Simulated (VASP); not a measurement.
Write the native input for VASP 6.6.1 that does the following.

```
Task                   : single point
Functional             : PBE
Potentials or basis    : VASP PAW PBE potentials, release 64 (I)
Cutoff                 : 520 eV
k mesh                 : 11 × 11 × 11
Occupations            : fermi-dirac, width 0.1 eV
Spin                   : no spin polarisation
Dipole correction      : no
Further INCAR settings : ALGO = Normal; EDIFF = 1e-07; NBANDS = 14
```

The structure of I lies in POSCAR:

```
I
1.0
    2.0674304520     -1.1936315280      3.3825027487
    0.0000000000      2.3872630560      3.3825027487
   -2.0674304520     -1.1936315280      3.3825027487
I
2
Direct
    0.2500000000      0.2500000000      0.2500000000
   -0.2500000000     -0.2500000000     -0.2500000000
```

This cell differs from its parent crystal: volume scaled by 0.6.

The input as run:

INCAR

```
SYSTEM = I
PREC     = Accurate       ! precision mode
ENCUT    = 520            ! plane-wave cutoff, eV
EDIFF    = 1E-7           ! SCF threshold, eV
ISMEAR   = -1             ! smearing method
SIGMA    = 0.1            ! smearing width, eV
LREAL    = .FALSE.        ! projectors in reciprocal space
LASPH    = .TRUE.         ! aspherical terms in the spheres
NELM     = 80             ! most SCF steps
ALGO     = Normal         ! electronic algorithm
ISIF     = 2              ! what is computed and relaxed
LWAVE    = .FALSE.        ! write WAVECAR
LCHARG   = .FALSE.        ! write CHGCAR
GGA      = PE             ! functional
NBANDS   = 14             ! bands
```

KPOINTS

```
regular mesh
0
G
  11 11 11
  0 0 0
```

Potentials or basis: VASP PAW PBE potentials, release 64 (I).

Command:

```bash
$ cat potpaw_PBE.64/I/POTCAR > POTCAR
$ mpirun -np 1 vasp_std > vasp.out
```

It gave:

```yaml
Pressure: 42.7 GPa
Band_gap_on_the_k_mesh: zero (band 7 reaches 12.50 eV, above the bottom of band 8 at 7.41 eV)
```

Caveat: spin-orbit coupling is left out, which moves the levels of the heavy elements.

Run time: 65 s on 1 thread of Intel(R) Xeon(R) Platinum 8259CL CPU @ 2.50GHz (Skylake/Cascade Lake) (shared host), peak memory 0.23 GiB.
